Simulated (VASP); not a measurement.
Input of a VASP 6.6.1 run:

The input INCAR:

```
PREC = Accurate
ENCUT = 600
EDIFF = 1E-7
ISMEAR = 0
SIGMA = 0.01
LREAL = False
LASPH = True
NELM = 80
ALGO = Normal
ISIF = 3
LWAVE = False
LCHARG = False
IBRION = 2
NSW = 100
EDIFFG = -0.002
PSTRESS = 20.0
```

The input KPOINTS:

```
Automatic mesh
0
Gamma
  4 4 4
```

The input POSCAR:

```
BaZrO3
1.0
    4.1473627058      0.0000000000      0.0000000000
    0.0000000000      4.1473627058      0.0000000000
    0.0000000000      0.0000000000      4.1473627058
Ba Zr O
1 1 3
Direct
    0.0000000000      0.0000000000      0.0000000000
    0.5000000000      0.5000000000      0.5000000000
    0.0000000000      0.5000000000      0.5000000000
    0.5000000000      0.0000000000      0.5000000000
    0.5000000000      0.5000000000      0.0000000000
```

Potentials or basis: VASP PAW LDA potentials, release 64 (Ba_sv, Zr_sv, O).

Run with:

```sh
$ cat potpaw_LDA.64/Ba_sv/POTCAR potpaw_LDA.64/Zr_sv/POTCAR potpaw_LDA.64/O/POTCAR > POTCAR
$ mpirun -np 1 vasp_std > vasp.out
```

**Question.** What does it give for the relaxed volume?

**Answer.** 14.22 Å³/atom.

**Question.** Estimate the band gap on the k mesh.

**Answer.** 3.13 eV, indirect (least direct gap 3.31 eV).

**Question.** What does it give for the relaxed cell?

**Answer.** a = 4.143 Å, b = 4.143 Å, c = 4.143 Å, α = 90.00°, β = 90.00°, γ = 90.00°.

**Question.** What does it give for the space group after relaxing (to 0.05 Å)?

**Answer.** Pm-3m (No. 221).

Final structure:
```cif
data_structure
_symmetry_space_group_name_H-M 'P 1'
_symmetry_Int_Tables_number 1
_cell_length_a 4.1427
_cell_length_b 4.1427
_cell_length_c 4.1427
_cell_angle_alpha 90.000
_cell_angle_beta 90.000
_cell_angle_gamma 90.000
_cell_volume 71.10
loop_
_atom_site_label
_atom_site_type_symbol
_atom_site_fract_x
_atom_site_fract_y
_atom_site_fract_z
_atom_site_occupancy
Ba1 Ba 0.00000 0.00000 0.00000 1
Zr1 Zr 0.50000 0.50000 0.50000 1
O1 O 0.00000 0.50000 0.50000 1
O2 O 0.50000 0.00000 0.50000 1
O3 O 0.50000 0.50000 0.00000 1
```

Caveat: the cell is relaxed towards a set pressure, so the enthalpy falls and the energy may rise; spin-orbit coupling is left out, which moves the levels of the heavy elements. LDA usually gives volumes a few per cent too small.
